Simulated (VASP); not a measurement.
# As2H in VASP: a series of runs

Runs on As2H. Level: PBE+D3(BJ). Tasks: single point.

Program: VASP 6.6.1. These are calculated values, not measurements. Logs are shortened: lines on timing, memory, paths and dates and some standing lists are left out, and cuts for length are marked.

## Step 1: The cell of the first run

The cell holds a slab with vacuum, 3 atoms: a = 3.571 Å, b = 3.571 Å, c = 18.398 Å, α = 90.00°, β = 90.00°, γ = 120.00°.

## Step 2: Single point, PBE+D3(BJ), collinear spin, ferromagnetic start

INCAR reads:

```
PREC = Accurate
ENCUT = 520
EDIFF = 1E-6
ISMEAR = 0
SIGMA = 0.05
LREAL = False
LASPH = True
NELM = 150
ALGO = Normal
ISIF = 2
LWAVE = False
LCHARG = False
ISPIN = 2
MAGMOM = 0 0 1
LORBIT = 11
LDIPOL = True
IDIPOL = 3
DIPOL = 0.5 0.5 0.289
GGA = PE
IVDW = 12
NBANDS = 16
```

KPOINTS reads:

```
regular mesh
0
Gamma
  9 9 1
```

POSCAR reads:

```
As2H
1.0
    3.5713387681      0.0000000000      0.0000000000
   -1.7856693841      3.0928700987      0.0000000000
    0.0000000000      0.0000000000     18.3976402524
As H
2 1
Direct
    0.3333333333      0.6666666667      0.2933876398
    0.6666666667      0.3333333333      0.2174191877
    0.5000000000      0.6666666667      0.3564392043
```

Potentials or basis: VASP PAW PBE potentials, release 64 (As, H).

Started as:

```sh
cat potpaw_PBE.64/As/POTCAR potpaw_PBE.64/H/POTCAR > POTCAR
mpirun -np 1 vasp_std > vasp.out
```

OUTCAR:

```text
PREC = Accurate
   ENCUT = 520
   EDIFF = 1E-6
   ISMEAR = 0
   LREAL = False
   LASPH = True
   NELM = 150
   ISIF = 2
   ISPIN = 2
   LORBIT = 11
   GGA = PE
   IVDW = 12
 IVDW          = 12

 ion  position               nearest neighbor table
   1  0.333  0.667  0.293-   3 1.30   2 2.49   2 2.49   2 2.49
   2  0.667  0.333  0.217-   1 2.49   1 2.49   1 2.49
   3  0.500  0.667  0.356-   1 1.30

  LATTYP: Found a hexagonal cell.
 ALAT       =     3.5713387681
 C/A-ratio  =     5.1514688040

  Lattice vectors:

 A1 = (   3.5713387681,   0.0000000000,   0.0000000000)
 A2 = (  -1.7856693841,   3.0928700987,   0.0000000000)
 A3 = (   0.0000000000,   0.0000000000,  18.3976402524)

Analysis of symmetry for initial positions (statically):
=====================================================================
 Subroutine PRICEL returns:
 Original cell was already a primitive cell.

 Routine SETGRP: Setting up the symmetry group for a
 hexagonal supercell.

 Subroutine GETGRP returns: Found  1 space group operations
 (whereof  1 operations were pure point group operations)
 out of a pool of 24 trial point group operations.

The static configuration has the point symmetry C_1 .

Analysis of symmetry for dynamics (positions and initial velocities):
=====================================================================
 Subroutine PRICEL returns:
 Original cell was already a primitive cell.

 Routine SETGRP: Setting up the symmetry group for a
 hexagonal supercell.

 Subroutine GETGRP returns: Found  1 space group operations
 (whereof  1 operations were pure point group operations)
 out of a pool of 24 trial point group operations.

The dynamic configuration has the point symmetry C_1 .

Analysis of structural, dynamic, and magnetic symmetry:
=====================================================================
 Subroutine PRICEL returns:
 Original cell was already a primitive cell.

 Routine SETGRP: Setting up the symmetry group for a
 hexagonal supercell.

 Subroutine GETGRP returns: Found  1 space group operations
 (whereof  1 operations were pure point group operations)
 out of a pool of 24 trial point group operations.

The overall configuration has the point symmetry C_1 .

 Subroutine INISYM returns: Found  1 space group operations
 (whereof  1 operations are pure point group operations),
 and found     1 'primitive' translations

----------------------------------------------------------------------------------------

                                     Primitive cell

  volume of cell :     203.2146

  direct lattice vectors                    reciprocal lattice vectors
     3.571338768  0.000000000  0.000000000     0.280007041  0.161662140  0.000000000
    -1.785669384  3.092870099  0.000000000     0.000000000  0.323324281  0.000000000
     0.000000000  0.000000000 18.397640252     0.000000000  0.000000000  0.054354797

  length of vectors
     3.571338768  3.571338768 18.397640252     0.323324281  0.323324281  0.054354797

  position of ions in fractional coordinates (direct lattice)
     0.333333333  0.666666667  0.293387640
     0.666666667  0.333333333  0.217419188
     0.500000000  0.666666667  0.356439204

  ion indices of the primitive-cell ions
   primitive index   ion index
                 1           1
                 2           2
                 3           3

----------------------------------------------------------------------------------------

 KPOINTS: regular mesh

Automatic generation of k-mesh.
 Grid dimensions read from file:
 generate k-points for:    9    9    1

 Generating k-lattice:

  Cartesian coordinates                     Fractional coordinates (reciprocal lattice)
     0.031111893  0.017962460  0.000000000     0.111111111  0.000000000  0.000000000
     0.000000000  0.035924920  0.000000000     0.000000000  0.111111111  0.000000000
     0.000000000  0.000000000  0.054354797     0.000000000  0.000000000  1.000000000

  Length of vectors
     0.035924920  0.035924920  0.054354797

  Shift w.r.t. Gamma in fractional coordinates (k-lattice)
     0.000000000  0.000000000  0.000000000

 Subroutine IBZKPT returns following result:
 ===========================================

 Found     41 irreducible k-points:

 Following reciprocal coordinates:
            Coordinates               Weight
  0.000000  0.000000  0.000000      1.000000
  0.111111 -0.000000  0.000000      2.000000
  0.000000  0.111111  0.000000      2.000000
 -0.111111  0.111111  0.000000      2.000000
  0.222222 -0.000000  0.000000      2.000000
  0.000000  0.222222  0.000000      2.000000
[... 16 lines left out ...]
  0.333333  0.111111  0.000000      2.000000
 -0.111111  0.444444  0.000000      2.000000
 [... further k-points ...]
   k-points           NKPTS =     41   k-points in BZ     NKDIM =     41   number of bands    NBANDS=     16
   number of dos      NEDOS =    301   number of ions     NIONS =      3
   total plane-waves  NPLWV = 109760
   dimension x,y,z NGX =    28 NGY =   28 NGZ =  140
   dimension x,y,z NGXF=    56 NGYF=   56 NGZF=  280
   ions per type =               2   1
   NGX,Y,Z   is equivalent  to a cutoff of  13.03, 13.03, 12.65 a.u.
   NGXF,Y,Z  is equivalent  to a cutoff of  26.07, 26.07, 25.30 a.u.
 SYSTEM =  unknown system
   PREC   = accura    normal or accurate (medium, high low for compatibility)
   ISTART =      0    job   : 0-new  1-cont  2-samecut
   ICHARG =      2    charge: 1-file 2-atom 10-const
   ISPIN  =      2    spin polarized calculation?
   LNONCOLLINEAR =      F non collinear calculations
   LSORBIT =      F    spin-orbit coupling
   LASPH  =      T    aspherical Exc in radial PAW
   ENCUT  =  520.0 eV  38.22 Ry    6.18 a.u.   6.64  6.64 34.21*2*pi/ulx,y,z
   NELM   =    150;   NELMIN=  2; NELMDL= -5     # of ELM steps
   EDIFF  = 0.1E-05   stopping-criterion for ELM
   LREAL  =      F    real-space projection
   EDIFFG = 0.1E-04   stopping-criterion for IOM
   NSW    =      0    number of steps for IOM
   IBRION =     -1    ionic relax: 0-MD 1-quasi-New 2-CG
   NFREE  =      0    steps in history (QN), initial steepest desc. (CG)
   ISIF   =      2    stress and relaxation
   ISYM   =      2    0-nonsym 1-usesym 2-fastsym
   POTIM  = 0.5000    time-step for ionic-motion
   TEBEG  =    0.0;   TEEND  =   0.0 temperature during run
   PSTRESS=    0.0 pullay stress
   NELECT =      11.0000    total number of electrons
   NUPDOWN=      -1.0000    fix difference up-down
   EMIN   =  10.00;   EMAX   =-10.00  energy-range for DOS
   EFERMI =   0.00;   METHOD = LEGACY
   ISMEAR =     0;   SIGMA  =   0.05  broadening in eV -4-tet -1-fermi 0-gaus
   EFERMI_NEDOS =   21; number of points for ismear=-14 and -15
   IALGO  =     38    algorithm
   IMIX   =      4    mixing-type and parameters
     AMIX     =   0.40;   BMIX     =  1.00
     AMIX_MAG =   1.60;   BMIX_MAG =  1.00
  volume/ion in A,a.u.               =      67.74       457.12
  Fermi-wavevector in a.u.,A,eV,Ry     =   0.619281  1.170271  5.217949  0.383508
  Thomas-Fermi vector in A             =   1.678022
   LORBIT       =     11    0 simple, 1 ext, 2 COOP (PROOUT), +10 PAW based schemes
   GGA     = PE    functional components
   LHFCALC =     F    Hartree Fock is set to
   AEXX    =    0.0000 exact exchange contribution
   IVDW    =    12    specifies the selected vdW correction
   LEPSILON=     F    determine dielectric tensor
   LRPA    =     F    only Hartree local field effects (RPA)
 spin polarized calculation
 Gauss-broadening in eV      SIGMA  =   0.05
  energy-cutoff  :      520.00
  volume of cell :      203.21
 maximum number of plane-waves:      5529
   NGX = 13   NGY = 13   NGZ = 69

 dipolmoment           0.000000      0.000000      0.000003 electrons x Angstroem

 number of electron      11.0000000 magnetization      -0.0000519

 number of electron      11.0000000 magnetization       0.0000204

 dipolmoment           0.000000      0.000000     -0.053748 electrons x Angstroem

 Free energy of the ion-electron system (eV)
  ---------------------------------------------------
  ext. energy  EPLUGINS =         0.00000000
  ---------------------------------------------------
  free energy    TOTEN  =       -10.42406151 eV

  energy without entropy =      -10.42243210  energy(sigma->0) =      -10.42324681

 E-fermi :  -1.2953     XC(G=0):  -2.9953

 val. band max:       -1.3272977140   @ k =  -0.2222  -0.4444   0.0000
 cond. band min:      -1.2746028375   @ k =   0.3333  -0.1111   0.0000
 fundamental gap:      0.0526948765
 Fermi energy:        -1.2953373335

 spin component 1

 k-point     1 :       0.0000    0.0000    0.0000
  band No.  band energies     occupation
      1     -16.9040      1.00000
      2     -12.1590      1.00000
      3      -6.0564      1.00000
      4      -3.0206      1.00000
      5      -2.8852      1.00000
      6      -1.0126      0.00000
[... 8 lines left out ...]
     15       6.1618      0.00000
     16       6.4712      0.00000

 k-point     2 :       0.1111   -0.0000    0.0000
  band No.  band energies     occupation
      1     -16.7497      1.00000
      2     -12.0997      1.00000
      3      -6.1467      1.00000
      4      -4.1585      1.00000
      5      -3.2900      1.00000
      6      -0.5104      0.00000
[... 8 lines left out ...]
     15       5.9913      0.00000
     16       6.5684      0.00000
[... 387 lines left out ...]
      5      -4.7442      1.00000
      6      -2.0765      1.00000
[... 8 lines left out ...]
     15       6.6937      0.00000
     16       7.1676      0.00000

 k-point    24 :      -0.1111    0.4444    0.0000
  band No.  band energies     occupation
      1     -15.1283      1.00000
      2     -12.3876      1.00000
      3      -8.1849      1.00000
      4      -5.7147      1.00000
      5      -5.2779      1.00000
      6      -1.2411      0.06263
[... 8 lines left out ...]
     15       6.5741      0.00000
     16       7.1189      0.00000

 [... further k-points ...]

 spin component 2

 k-point     1 :       0.0000    0.0000    0.0000
  band No.  band energies     occupation
      1     -16.9040      1.00000
      2     -12.1590      1.00000
      3      -6.0564      1.00000
      4      -3.0206      1.00000
      5      -2.8852      1.00000
      6      -1.0126      0.00000
[... 8 lines left out ...]
     15       6.1616      0.00000
     16       6.4698      0.00000

 k-point     2 :       0.1111   -0.0000    0.0000
  band No.  band energies     occupation
      1     -16.7497      1.00000
      2     -12.0997      1.00000
      3      -6.1467      1.00000
      4      -4.1585      1.00000
      5      -3.2900      1.00000
      6      -0.5104      0.00000
[... 8 lines left out ...]
     15       5.9893      0.00000
     16       6.5678      0.00000
[... 387 lines left out ...]
      5      -4.7442      1.00000
      6      -2.0765      1.00000
[... 8 lines left out ...]
     15       6.6908      0.00000
     16       7.1674      0.00000

 k-point    24 :      -0.1111    0.4444    0.0000
  band No.  band energies     occupation
      1     -15.1283      1.00000
      2     -12.3876      1.00000
      3      -8.1849      1.00000
      4      -5.7147      1.00000
      5      -5.2779      1.00000
      6      -1.2411      0.06261
[... 8 lines left out ...]
     15       6.5709      0.00000
     16       7.1184      0.00000

 [... further k-points ...]

------------------------ aborting loop because EDIFF is reached ----------------------------------------

 vacuum level on the upper side and lower side of the slab       (xc-potential included)        -0.428         0.427

 Edisp (eV)   -0.49677

 E8    (eV) :    -0.2149

  FORCE on cell =-STRESS in cart. coord.  units (eV):
  Direction    XX          YY          ZZ          XY          YZ          ZX
  --------------------------------------------------------------------------------------
  -------------------------------------------------------------------------------------
  Total       3.21146     0.57814     8.07314     0.79270     0.65007     4.99722
  in kB      25.31965     4.55819    63.64994     6.24976     5.12523    39.39895
  external pressure =       31.18 kB  Pullay stress =        0.00 kB

 VOLUME and BASIS-vectors are now :
 -----------------------------------------------------------------------------
  energy-cutoff  :      520.00
  volume of cell :      203.21
      direct lattice vectors                 reciprocal lattice vectors
     3.571338768  0.000000000  0.000000000     0.280007041  0.161662140  0.000000000
    -1.785669384  3.092870099  0.000000000     0.000000000  0.323324281  0.000000000
     0.000000000  0.000000000 18.397640252     0.000000000  0.000000000  0.054354797

 POSITION                                       TOTAL-FORCE (eV/Angst)
 -----------------------------------------------------------------------------------
     -0.00000      2.06191      5.39764        -2.704500      0.268494     -5.908243
      1.78567      1.03096      4.00000        -0.727471     -0.375980     -0.484418
      0.59522      2.06191      6.55764         3.431971      0.107486      6.392662
 -----------------------------------------------------------------------------------
    total drift:                                0.000034     -0.000049     -0.000090

  FREE ENERGIE OF THE ION-ELECTRON SYSTEM (eV)
  ---------------------------------------------------
  free  energy   TOTEN  =       -10.9208286149 eV

  energy  without entropy=      -10.9191992046  energy(sigma->0) =      -10.92001391

 vacuum level on the upper side and lower side of the slab         1.660         2.540

 total charge

# of ion       s       p       d       tot
------------------------------------------
    1        1.244   1.609   0.099   2.952
    2        1.314   1.319   0.052   2.685
    3        0.645   0.036   0.000   0.681
--------------------------------------------------
tot          3.203   2.964   0.151   6.318

 magnetization (x)

# of ion       s       p       d       tot
------------------------------------------
    1        0.000   0.000   0.000   0.000
    2        0.000   0.000   0.000   0.000
    3        0.000  -0.000   0.000   0.000
--------------------------------------------------
tot          0.000   0.000   0.000   0.000
```

Wall time 7.5 min (1 thread of Oxide Virtual Turin-like, shared host); peak memory 0.49 GiB.

What came out:

```
Free energy                                           : -10.9208 eV
Largest force                                         : 7.256 eV/Å
Net moment                                            : 0.00 μB per cell
Valence electrons inside the program's atomic spheres : As 2.95, 2.69; H 0.68
Dispersion energy per atom                            : -0.166 eV
```

Forces in eV/Å, atoms in the order of the input:
```
As  -2.704  0.268 -5.908
As  -0.727 -0.376 -0.484
H    3.432  0.107  6.393
```

## Step 3: Single point, PBE+D3(BJ), collinear spin, ferromagnetic start

INCAR reads:

```
SYSTEM = As2H
PREC = Accurate
ENCUT = 520
EDIFF = 1E-6
ISMEAR = 0
SIGMA = 0.05
LREAL = .False.
LASPH = .True.
NELM = 150
ALGO = Normal
ISIF = 2
LWAVE = .False.
LCHARG = .False.
ISPIN = 2
MAGMOM = 0 0 1
LORBIT = 11
LDIPOL = .True.
IDIPOL = 3
DIPOL = 0.5 0.5 0.305
GGA = PE
IVDW = 12
NBANDS = 16
```

KPOINTS reads:

```
Automatic mesh
0
Gamma
  9 9 1
  0 0 0
```

Edit POSCAR of step 2 so:

```diff
@@ -10,2 +10,2 @@
     0.6666666667      0.3333333333      0.2174191877
-    0.5000000000      0.6666666667      0.3564392043
+    0.5000000000      0.6666666667      0.4048149736
```

Potentials or basis: VASP PAW PBE potentials, release 64 (As, H).

Started as:

```sh
cat potpaw_PBE.64/As/POTCAR potpaw_PBE.64/H/POTCAR > POTCAR
mpirun -np 1 vasp_std > vasp.out
```

Wall time 9.8 min (1 thread of Oxide Virtual Turin-like, shared host); peak memory 0.49 GiB.

It converged, with:

* Free energy: -11.1537 eV
* Largest force: 0.972 eV/Å
* Net moment: 0.78 μB per cell
* Site moments: As +0.04, +0.10; H +0.22 μB
* Valence electrons inside the program's atomic spheres: As 2.70, 2.71; H 0.41
* Dispersion energy per atom: -0.167 eV

Forces in eV/Å, atoms in the order of the input:
```
As   0.384  0.012  0.893
As  -0.255 -0.030  0.009
H   -0.129  0.018 -0.902
```

Levels at points of the mesh, in eV from the Fermi level:
Spin up:
| k point | band 2 | band 3 | band 4 | band 5 | band 6 | band 7 | band 8 | band 9 | band 10 | band 11 |
| --- | --- | --- | --- | --- | --- | --- | --- | --- | --- | --- |
| (0.00, 0.00, 0.00) | -8.73 | -3.76 | -1.16 | -1.16 | -0.25 | 1.52 | 2.34 | 2.36 | 3.73 | 4.89 |
Spin down:
| k point | band 3 | band 4 | band 5 | band 6 | band 7 | band 8 |
| --- | --- | --- | --- | --- | --- | --- |
| (0.00, 0.00, 0.00) | -2.90 | -1.06 | -1.04 | 0.40 | 1.96 | 2.48 |

## Step 4: Single point, PBE+D3(BJ), collinear spin, ferromagnetic start

INCAR reads:

```
  PREC = Accurate
  ENCUT = 520
  EDIFF = 1E-7
  ISMEAR = 0
  SIGMA = 0.05
  LREAL = False
  LASPH = True
  NELM = 150
  ALGO = Normal
  ISIF = 2
  LWAVE = False
  LCHARG = False
  ISPIN = 2
  MAGMOM = 0 0 1
  LORBIT = 11
  LDIPOL = True
  IDIPOL = 3
  DIPOL = 0.5 0.5 0.327
  GGA = PE
  IVDW = 12
  NBANDS = 16
```

KPOINTS reads:

```
Automatic mesh
0
Gamma
  9 9 1
```

Edit POSCAR of step 3 so:

```diff
@@ -10,2 +10,2 @@
     0.6666666667      0.3333333333      0.2174191877
-    0.5000000000      0.6666666667      0.4048149736
+    0.5000000000      0.6666666667      0.4700407299
```

Started as:

```sh
cat potpaw_PBE.64/As/POTCAR potpaw_PBE.64/H/POTCAR > POTCAR
mpirun -np 1 vasp_std > vasp.out
```

Wall time 11 min (1 thread of Oxide Virtual Turin-like, shared host); peak memory 0.48 GiB.

It converged, with:

| Property | Result |
| --- | --- |
| Free energy | -10.9109 eV |
| Largest force | 0.122 eV/Å |
| Band gap on the k mesh | 1.48 eV, indirect (least direct gap 1.81 eV) |
| Net moment | 1.00 μB per cell |
| Site moments | As +0.01; H +0.38 μB |
| Valence electrons inside the program's atomic spheres | As 2.72; H 0.38 |
| Dispersion energy per atom | -0.155 eV |

Forces in eV/Å, atoms in the order of the input:
```
As   0.001  0.000  0.122
As  -0.004  0.000 -0.084
H    0.003  0.000 -0.037
```

Levels at points of the mesh, in eV from the valence-band top:
Spin up:
```
           k point  band 2  band 3  band 4  band 5  band 6  band 7  band 8  band 9  band 10  band 11
(0.00, 0.00, 0.00)   -7.30   -2.89   -0.53   -0.01   -0.01    2.09    3.51    3.51     4.81     5.15
```
Spin down:
```
           k point  band 1  band 2  band 3  band 4  band 5  band 6  band 7  band 8  band 9  band 10
(0.00, 0.00, 0.00)  -13.68   -7.28   -0.78    0.00    0.00    1.81    2.74    3.52    3.52     4.90
```
